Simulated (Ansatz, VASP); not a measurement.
AlN in VASP and in Ansatz

```
Al N
1.0
     3.11300    0.00000    0.00000
    -1.55650    2.69594    0.00000
     0.00000    0.00000    4.98100
Al N
2 2
Direct
  0.33333 0.66667 0.00000
  0.66667 0.33333 0.50000
  0.33333 0.66667 0.38000
  0.66667 0.33333 0.88000
```

Alike in both runs: task single point; functional PBE; k mesh 6 × 6 × 4; no spin polarisation.

```csv
,VASP,Ansatz
version,VASP 6.6.1,Ansatz 0.2.0
potentials or method,"VASP PAW PBE potentials, release 64 (Al, N), cutoff 600 eV","plane waves, PAW"
occupations,"gaussian, width 0.01 eV",fixed
valence electrons in the cell,16,16
```

Ansatz gave:

```
gap on the k mesh at the Fermi level (eV) : 4.21
```

**Question.** What did VASP give for the same quantities?

**Answer.** gap on the k mesh at the Fermi level (eV): 4.22.
